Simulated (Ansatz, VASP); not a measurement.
# AlN: VASP beside Ansatz

Contents of POSCAR:

```
AlN
1.0
    0.0000000000      2.1839935596      2.1839935596
    2.1839935596      0.0000000000      2.1839935596
    2.1839935596      2.1839935596      0.0000000000
Al N
1 1
Direct
   -0.0364238770      0.0000000000      0.0000000000
    0.7500000000      0.7500000000      0.7500000000
```

File INCAR.step1:

```
SYSTEM = AlN
ALGO     = Normal         ! electronic algorithm
EDIFF    = 1E-4           ! SCF threshold, eV
ENCUT    = 520            ! plane-wave cutoff, eV
GGA      = PE             ! functional
ISMEAR   = 0              ! smearing method
LASPH    = .True.         ! aspherical terms in the spheres
LCHARG   = .False.        ! write CHGCAR
LREAL    = .False.        ! projectors in reciprocal space
LWAVE    = .True.         ! write WAVECAR
NBANDS   = 11             ! bands
NELM     = 100            ! most SCF steps
PREC     = Accurate       ! precision mode
SIGMA    = 0.05           ! smearing width, eV
```

Contents of INCAR.step2:

```
SYSTEM = AlN
ALGO     = Normal         ! electronic algorithm
EDIFF    = 1E-6           ! SCF threshold, eV
ENCUT    = 520            ! plane-wave cutoff, eV
ISIF     = 2              ! what is computed and relaxed
ISMEAR   = 0              ! smearing method
ISTART   = 1            
LASPH    = .True.         ! aspherical terms in the spheres
LCHARG   = .False.        ! write CHGCAR
LMIXTAU  = .True.       
LREAL    = .False.        ! projectors in reciprocal space
LWAVE    = .False.        ! write WAVECAR
METAGGA  = R2SCAN         ! meta-GGA
NBANDS   = 11             ! bands
NELM     = 100            ! most SCF steps
PREC     = Accurate       ! precision mode
SIGMA    = 0.05           ! smearing width, eV
```

File KPOINTS:

```
k-points
0
Gamma
  10 10 10
  0 0 0
```

Input for Ansatz:

```yaml
crystal:
  lattice:
    - [0.0, 2.1839935596, 2.1839935596]
    - [2.1839935596, 0.0, 2.1839935596]
    - [2.1839935596, 2.1839935596, 0.0]
  atoms:
    - { symbol: Al, position: [-0.036423877, 0.0, 0.0] }
    - { symbol: "N", position: [0.75, 0.75, 0.75] }
basis:
  ecutwfc: 500
kpoints:
  mp_grid: { grid: [10, 10, 10] }
hamiltonian:
  xc: r2scan
scf:
  occupations: { method: gaussian, width: 0.05 }
output:
  forces: true
  stress: true
  eigenvalues: true
```

Change from the starting cell: all Al atoms moved +0.113 Å, as atom 1 towards its neighbour atom 1 (Al) at 3.089 Å.

Alike in both runs: task single point; functional r2SCAN; k mesh 10 × 10 × 10; occupations gaussian, width 0.05 eV; no spin polarisation.

|  | VASP | Ansatz |
| --- | --- | --- |
| version | VASP 6.6.1 | Ansatz 0.2.0 |
| potentials or method | VASP PAW PBE potentials, release 64 (Al, N), cutoff 520 eV | scalar-relativistic, plane waves, PAW |
| valence electrons in the cell | 8 | 8 |

|  | VASP | Ansatz | Ansatz less VASP |
| --- | --- | --- | --- |
| gap on the k mesh at the Fermi level (eV) | 3.63 | 3.64 | +0.007 |
| least direct gap on the mesh (eV) | 4.57 | 4.53 | -0.039 |
| pressure (GPa) | 1.5 | 1.9 | +0.32 |
| traceless stress, the component that is largest in VASP (GPa) | 5.63 | 5.51 | -0.119 |
| rms of the force components (eV/Å) | 1.030 | 1.019 | -0.0108 |

VASP's potentials were made for PBE, not for r2SCAN. Atom by atom the forces differ by 0.011 eV/Å (rms over components).
